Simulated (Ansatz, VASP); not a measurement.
Mg4H in VASP and in Ansatz

File INCAR:

```
SYSTEM = Mg4H
ALGO     = Normal         ! electronic algorithm
DIPOL    = 0.5 0.5 0.311
EDIFF    = 1E-6           ! SCF threshold, eV
ENCUT    = 520            ! plane-wave cutoff, eV
GGA      = PE             ! functional
IDIPOL   = 3            
ISIF     = 2              ! what is computed and relaxed
ISMEAR   = 0              ! smearing method
LASPH    = .True.         ! aspherical terms in the spheres
LCHARG   = .False.        ! write CHGCAR
LDIPOL   = .True.       
LREAL    = .False.        ! projectors in reciprocal space
LWAVE    = .False.        ! write WAVECAR
NBANDS   = 20             ! bands
NELM     = 80             ! most SCF steps
PREC     = Accurate       ! precision mode
SIGMA    = 0.1            ! smearing width, eV
```

The input KPOINTS:

```
k-points
0
Gamma
  4 5 1
  0 0 0
```

POSCAR

```
Mg4H
1.0
    6.4201385733      0.0000000000      0.0000000000
    0.0000000000      5.1379129567      0.0000000000
    0.0000000000      0.0000000000     21.6644777330
Mg H
8 2
Direct
    0.0000000000      0.7500000000      0.1846340378
    0.5000000000      0.7500000000      0.1846340378
    0.2500000000      0.2500000000      0.2274076137
    0.7500000000      0.2500000000      0.2274076137
    0.2500000000      0.7500000000      0.3173234500
    0.7500000000      0.7500000000      0.3173234500
    0.0000000000      0.2500000000      0.3537808678
    0.5000000000      0.2500000000      0.3537808678
    0.6784283361      0.0833333333      0.4737929924
    0.8215716639      0.0833333333      0.4737929924
```

Input for Ansatz:

```yaml
crystal:
  lattice:
    - [6.4201385733, 0.0, 0.0]
    - [0.0, 5.1379129567, 0.0]
    - [0.0, 0.0, 21.664477733]
  atoms:
    - { symbol: Mg, position: [0.0, 0.75, 0.1846340378] }
    - { symbol: Mg, position: [0.5, 0.75, 0.1846340378] }
    - { symbol: Mg, position: [0.25, 0.25, 0.2274076137] }
    - { symbol: Mg, position: [0.75, 0.25, 0.2274076137] }
    - { symbol: Mg, position: [0.25, 0.75, 0.31732345] }
    - { symbol: Mg, position: [0.75, 0.75, 0.31732345] }
    - { symbol: Mg, position: [0.0, 0.25, 0.3537808678] }
    - { symbol: Mg, position: [0.5, 0.25, 0.3537808678] }
    - { symbol: H, position: [0.6784283361, 0.0833333333, 0.4737929924] }
    - { symbol: H, position: [0.8215716639, 0.0833333333, 0.4737929924] }
basis:
  ecutwfc: 420
kpoints:
  mp_grid: { grid: [4, 5, 1] }
hamiltonian:
  xc: pbe
scf:
  occupations: { method: gaussian, width: 0.1 }
output:
  forces: true
  eigenvalues: true
efield:
  axis: 3
  dipole_correction: true
  ramp_width: 0.04
```

Alike in both runs: task single point; functional PBE; k mesh 4 × 5 × 1; occupations gaussian, width 0.1 eV; no spin polarisation.

|  | VASP | Ansatz |
| --- | --- | --- |
| version | VASP 6.6.1 | Ansatz 0.2.0 |
| potentials or method | VASP PAW PBE potentials, release 64 (Mg, H), cutoff 520 eV | scalar-relativistic, plane waves, PAW |
| valence electrons in the cell | 18 | 82 |

```tsv
	VASP	Ansatz	Ansatz less VASP
gap on the k mesh at the Fermi level (eV)	none	none	-
rms of the force components (eV/Å)	0.863	0.863	0.0000
```

Atom by atom the forces differ by 0.003 eV/Å (rms over components). A gap of «none» marks a metal or a gap that the smearing closes. The functional is the same, so the differences come from potentials, cutoffs and numerics. VASP's potentials hold 18 valence electrons a cell and Ansatz's 82, so a difference there can come from the potentials and not from the codes.
